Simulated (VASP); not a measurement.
Ag:

```
CELL_PARAMETERS angstrom
2.93000 0.00000 0.00000
-1.46500 2.53745 0.00000
0.00000 0.00000 4.79000
ATOMIC_POSITIONS crystal
Ag 0.33333 0.66667 0.25000
Ag 0.66667 0.33333 0.75000
```

This isn't the form of Ag at room conditions, which is fcc.

Base run:

```yaml
Program: VASP 6.6.1
Functional: PBEsol
Potentials_or_basis: VASP PAW PBE potentials, release 64 (Ag)
Cutoff: 520 eV
k_mesh: 18 × 18 × 10
Occupations: fermi-dirac, width 0.05 eV
Spin: no spin polarisation
```

Its results: band gap on the k mesh zero (bands 11 and 12 overlap by 7.27 eV); pressure -6.4 GPa.

Task: The run is repeated on the same cell with these changes: functional from PBEsol to r2SCAN. What comes out?

Result: Band gap on the k mesh zero (bands 11 and 12 overlap by 7.83 eV); pressure -2.5 GPa.

Caveats: the PAW data sets were made with another functional, which shifts forces and pressure a little; the cell stands under tension (at least some runs).
